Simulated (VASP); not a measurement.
Set up this calculation in VASP 6.6.1, as the native input.

```yaml
Task: single point
Functional: PBE
Potentials_or_basis: VASP PAW PBE potentials, release 64 (Cu, O)
Cutoff: 520 eV
k_mesh: 18 × 18 × 18
Occupations: gaussian, width 0.1 eV
Spin: no spin polarisation
Dipole_correction: no
Further_INCAR_settings: ALGO = Normal; EDIFF = 1e-07; NBANDS = 16
```

The structure of CuO lies in POSCAR:

```
CuO
1.0
    0.0000000000      2.1174701208      2.1174701208
    2.1174701208      0.0000000000      2.1174701208
    2.1174701208      2.1174701208      0.0000000000
Cu O
1 1
Direct
    0.0000000000      0.0000000000      0.0000000000
    0.5000000000      0.5000000000      0.5000000000
```

This cell differs from its parent crystal: strained.

These files were run (other wordings do the same):

INCAR

```
SYSTEM = CuO
PREC = Accurate ; ENCUT = 520
EDIFF = 1E-7 ; ISMEAR = 0
SIGMA = 0.1 ; LREAL = .False.
LASPH = .True. ; NELM = 100
ALGO = Normal ; ISIF = 2
LWAVE = .False. ; LCHARG = .True.
GGA = PE ; LELF = .True.
LVHAR = .True. ; NBANDS = 16
```

KPOINTS

```
Automatic mesh
0
Gamma
  18 18 18
  0 0 0
```

Potentials or basis: VASP PAW PBE potentials, release 64 (Cu, O).

Launch:

```console
$ cat potpaw_PBE.64/Cu/POTCAR potpaw_PBE.64/O/POTCAR > POTCAR
$ mpirun -np 1 vasp_std > vasp.out
```

Results of the run:

```json
{
 "Pressure": "1.5 GPa"
}
```

Caveat: the cell differs from its parent crystal (strained); an odd number of electrons without spin polarisation forces a metal; a magnetic or distorted state may lie lower.

It took 32 s on 1 thread of Intel(R) Xeon(R) Platinum 8488C (Sapphire Rapids), with other jobs on the host, peak memory 0.18 GiB.
